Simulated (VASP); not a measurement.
# CdS (F-43m) in VASP: notebook, part 2 of 2

VASP 6.6.1. The steps go on from the part before.

## Step 6: Single point, PBE

This run uses another cell than the first one, of 24.64 Å³/atom, 0.933 times its volume.

INCAR

```
ALGO = Normal
EDIFF = 1E-6
ENCUT = 520
GGA = PE
ISIF = 2
ISMEAR = 0
LASPH = True
LCHARG = False
LREAL = False
LWAVE = False
NBANDS = 16
NELM = 60
PREC = Accurate
SIGMA = 0.05
```

KPOINTS

```
k-points
0
Gamma
  8 8 8
```

POSCAR

```
CdS
1.0
    0.0000000000      2.9099991734      2.9099991734
    2.9099991734      0.0000000000      2.9099991734
    2.9099991734      2.9099991734      0.0000000000
Cd S
1 1
Direct
    0.0000000000      0.0000000000      0.0000000000
    0.7500000000      0.7500000000      0.7500000000
```

Potentials or basis: VASP PAW PBE potentials, release 64 (Cd, S).

Command:

```sh
cat potpaw_PBE.64/Cd/POTCAR potpaw_PBE.64/S/POTCAR > POTCAR
mpirun -np 1 vasp_std > vasp.out
```

OUTCAR:

```text
EDIFF = 1E-6
   ENCUT = 520
   GGA = PE
   ISIF = 2
   ISMEAR = 0
   LASPH = True
   LREAL = False
   NELM = 60
   PREC = Accurate

 ion  position               nearest neighbor table
   1  0.000  0.000  0.000-   2 2.52   2 2.52   2 2.52   2 2.52
   2  0.750  0.750  0.750-   1 2.52   1 2.52   1 2.52   1 2.52

  LATTYP: Found a face centered cubic cell.
 ALAT       =     5.8199983468

  Lattice vectors:

 A1 = (   0.0000000000,   2.9099991734,   2.9099991734)
 A2 = (   2.9099991734,   0.0000000000,   2.9099991734)
 A3 = (   2.9099991734,   2.9099991734,   0.0000000000)

Analysis of symmetry for initial positions (statically):
=====================================================================
 Subroutine PRICEL returns:
 Original cell was already a primitive cell.

 Routine SETGRP: Setting up the symmetry group for a
 face centered cubic supercell.

 Subroutine GETGRP returns: Found 24 space group operations
 (whereof 24 operations were pure point group operations)
 out of a pool of 48 trial point group operations.

The static configuration has the point symmetry T_d .

Analysis of symmetry for dynamics (positions and initial velocities):
=====================================================================
 Subroutine PRICEL returns:
 Original cell was already a primitive cell.

 Routine SETGRP: Setting up the symmetry group for a
 face centered cubic supercell.

 Subroutine GETGRP returns: Found 24 space group operations
 (whereof 24 operations were pure point group operations)
 out of a pool of 48 trial point group operations.

The dynamic configuration has the point symmetry T_d .

 Subroutine INISYM returns: Found 24 space group operations
 (whereof 24 operations are pure point group operations),
 and found     1 'primitive' translations

----------------------------------------------------------------------------------------

[... 110 lines left out ...]
   IMIX   =      4    mixing-type and parameters
     AMIX     =   0.40;   BMIX     =  1.00
     AMIX_MAG =   1.60;   BMIX_MAG =  1.00
  volume/ion in A,a.u.               =      24.64       166.29
  Fermi-wavevector in a.u.,A,eV,Ry     =   1.170207  2.211371 18.631616  1.369385
  Thomas-Fermi vector in A             =   2.306669
   LORBIT       =      0    0 simple, 1 ext, 2 COOP (PROOUT), +10 PAW based schemes
   GGA     = PE    functional components
   LHFCALC =     F    Hartree Fock is set to
   AEXX    =    0.0000 exact exchange contribution
   IVDW    =     0    specifies the selected vdW correction
   LEPSILON=     F    determine dielectric tensor
   LRPA    =     F    only Hartree local field effects (RPA)
 non-spin polarized calculation
 Gauss-broadening in eV      SIGMA  =   0.05
  energy-cutoff  :      520.00
  volume of cell :       49.28
 maximum number of plane-waves:      1363
   NGX = 15   NGY = 15   NGZ = 15

 number of electron      18.0000003 magnetization

 Free energy of the ion-electron system (eV)
  ---------------------------------------------------
  ext. energy  EPLUGINS =         0.00000000
  ---------------------------------------------------
  free energy    TOTEN  =        -6.11411484 eV

  energy without entropy =       -6.11411484  energy(sigma->0) =       -6.11411484

 E-fermi :   1.6531     XC(G=0):  -9.1811

 val. band max:        1.3721493290   @ k =   0.0000   0.0000   0.0000
 cond. band min:       2.5365624985   @ k =   0.0000   0.0000   0.0000
 fundamental gap:      1.1644131695
 Fermi energy:         1.6530896427

 k-point     1 :       0.0000    0.0000    0.0000
  band No.  band energies     occupation
      1     -11.0391      2.00000
      2      -6.3807      2.00000
      3      -6.3807      2.00000
      4      -6.3807      2.00000
      5      -5.8915      2.00000
      6      -5.8915      2.00000
[... 433 lines left out ...]
      3      -6.1749      2.00000
      4      -5.9181      2.00000
      5      -5.8643      2.00000
      6      -5.3894      2.00000
[... 8 lines left out ...]
     15      13.6925      0.00000
     16      14.5656      0.00000

 [... further k-points ...]

------------------------ aborting loop because EDIFF is reached ----------------------------------------

  FORCE on cell =-STRESS in cart. coord.  units (eV):
  Direction    XX          YY          ZZ          XY          YZ          ZX
  --------------------------------------------------------------------------------------
  -------------------------------------------------------------------------------------
  Total        1.1284399      1.1284399      1.1284399      0.0000000      0.0000000     -0.0000000
  in kB       36.6843174     36.6843174     36.6843174      0.0000000      0.0000000     -0.0000000
  external PRESSURE =      36.6843174 kB  Pullay stress =       0.0000000 kB

 VOLUME and BASIS-vectors are now :
 -----------------------------------------------------------------------------
  energy-cutoff  :      520.00
  volume of cell :       49.28
      direct lattice vectors                 reciprocal lattice vectors
     0.000000000  2.909999173  2.909999173    -0.171821355  0.171821355  0.171821355
     2.909999173  0.000000000  2.909999173     0.171821355 -0.171821355  0.171821355
     2.909999173  2.909999173  0.000000000     0.171821355  0.171821355 -0.171821355

 POSITION                                       TOTAL-FORCE (eV/Angst)
 -----------------------------------------------------------------------------------
      0.00000      0.00000      0.00000        -0.000000     -0.000000     -0.000000
      4.36500      4.36500      4.36500         0.000000      0.000000      0.000000
 -----------------------------------------------------------------------------------
    total drift:                                0.000000      0.000000      0.000000

  FREE ENERGIE OF THE ION-ELECTRON SYSTEM (eV)
  ---------------------------------------------------
  free  energy   TOTEN  =        -6.1141148440 eV

  energy  without entropy=       -6.1141148440  energy(sigma->0) =       -6.11411484
```

stdout:

```text
POSCAR found type information on POSCAR CdS
 POSCAR found :  2 types and       2 ions
 scaLAPACK will be used
 LDA part: xc-table for (Slater+PW92), standard interpolation
 POSCAR, INCAR and KPOINTS ok, starting setup
 FFT: planning ... GRIDC
 FFT: planning ... GRID_SOFT
 FFT: planning ... GRID
 WAVECAR not read
 entering main loop
```

Run time: 18 s. Hardware: 1 thread of Intel Xeon Platinum 8259CL at 2.50GHz (Skylake/Cascade Lake), shared host; peak memory 0.18 GiB.

Results:

```yaml
Free_energy: -6.1141 eV
Pressure: 3.7 GPa
Band_gap_on_the_k_mesh: 1.16 eV, direct
```

As with any semilocal functional, this PBE gap is likely too small.

## Step 7: Summary

```tsv
level	cell	gap on the mesh (eV)	pressure (GPa)
r2SCAN	a = 4.211 Å, angles 60.0°, 2 atoms	1.45	-1.9
revPBE+D4	a = 4.078 Å, angles 60.0°, 2 atoms	1.36	3.0
revPBE+D3(BJ)	a = 4.070 Å, angles 60.0°, 2 atoms	1.37	3.1
PBEsol	a = 4.063 Å, angles 60.0°, 2 atoms	1.10	3.2
PBE	a = 4.115 Å, angles 60.0°, 2 atoms	1.16	3.7
```

Alike in all rows: task single point; potentials or basis VASP PAW PBE potentials, release 64 (Cd, S); no spin polarisation; k mesh 8 × 8 × 8; cutoff (eV) 520; smearing gaussian 0.05 eV.

Caveats: the PAW data sets were made with another functional, which shifts forces and pressure a little (some runs).

Absolute energies hang on the potentials; compare differences alone.
